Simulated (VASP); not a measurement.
Runs of VASP 6.6.1 on Pr. The structure is that of space group P6_3/mmc (No. 194), or close to it. The cells are those of the table. 

| task | level | spin | U | cell | k mesh | cutoff (eV) | gap on the mesh (eV) | pressure (GPa) | moment (μB) |
| --- | --- | --- | --- | --- | --- | --- | --- | --- | --- |
| relaxation of cell and atoms | LDA | collinear, ferromagnetic start | - | relaxed from a = 3.669, b = 3.669, c = 5.920 Å, angles 90.0, 90.0, 120.0°, 2 atoms | 6 × 6 × 4 | 600 | none | 0.0 | 0.03 |
| single point | PBEsol+U | collinear, antiferromagnetic start | Pr f U = 4.0 eV | a = 3.669, b = 3.669, c = 5.920 Å, angles 90.0, 90.0, 120.0°, 2 atoms | 6 × 6 × 4 | 520 | none | -1.0 | 0.00 |
| single point | PBE | off | - | a = 3.669, b = 3.669, c = 5.920 Å, angles 90.0, 90.0, 120.0°, 2 atoms | 8 × 8 × 5 | 520 | none | (b) | - |
| single point | LDA | collinear, ferromagnetic start | - | a = 2.826, b = 2.826, c = 5.664 Å, angles 90.0, 90.0, 120.0°, 2 atoms | 6 × 6 × 4 | 520 | none | (a) | 0.44 |
| single point | PBE | collinear, ferromagnetic start | - | a = 3.669, b = 3.669, c = 5.920 Å, angles 90.0, 90.0, 120.0°, 2 atoms | 8 × 8 × 5 | 520 | none | -1.0 | 5.74 |

Alike in all rows: potentials or basis VASP PAW PBE potentials, release 64 (Pr); smearing fermi-dirac 0.05 eV.

Q: Estimate the missing entries.

A: (a) -0.2; (b) -6.1.

Caveats: some runs use coarse meshes; spin-orbit coupling is left out, which moves the levels of the heavy elements; the magnetic or orbital state may not be the lowest (some runs); the PAW data sets were made with another functional, which shifts forces and pressure a little (some runs); the electronic state changed during the relaxation (some runs).

A k mesh can miss the band edges, and the runs leave out spin-orbit coupling on Pr.

A gap of «none» marks levels without a gap at the run's occupations.
